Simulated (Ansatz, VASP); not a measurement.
## Two plane-wave programs on Cu2Au

```
CELL_PARAMETERS angstrom
0.00000 0.00000 3.11030
0.00000 3.11030 0.00000
-4.34703 -1.55515 -1.55515
ATOMIC_POSITIONS crystal
Cu 0.34470 0.34470 0.68939
Cu 0.98864 0.98864 0.97727
Au 0.66667 0.66667 0.33333
```

Alike in both runs: functional PBE; k mesh 14 × 14 × 14; occupations gaussian, width 0.1 eV; no spin polarisation.

Ansatz relaxed the structure, and its values are those at the end. VASP's run is a single point on that final structure, the one shown.

|  | VASP | Ansatz |
| --- | --- | --- |
| version | VASP 6.6.1 | Ansatz 0.2.0 |
| potentials or method | VASP PAW PBE potentials, release 64 (Cu, Au), cutoff 520 eV | scalar-relativistic, plane waves, PAW |
| valence electrons in the cell | 33 | 57 |

VASP gave:

| Quantity | Value |
| --- | --- |
| gap on the k mesh at the Fermi level (eV) | none |
| pressure (GPa) | 0.3 |
| rms of the force components (eV/Å) | 0.006 |

What did Ansatz give for the same quantities?

gap on the k mesh at the Fermi level (eV): none; pressure (GPa): 0.0; rms of the force components (eV/Å): 0.001.

A gap of «none» marks a metal or a gap that the smearing closes. VASP's potentials hold 33 valence electrons a cell and Ansatz's 57, so a difference there can come from the potentials and not from the codes.

Neither program's run includes spin-orbit coupling.
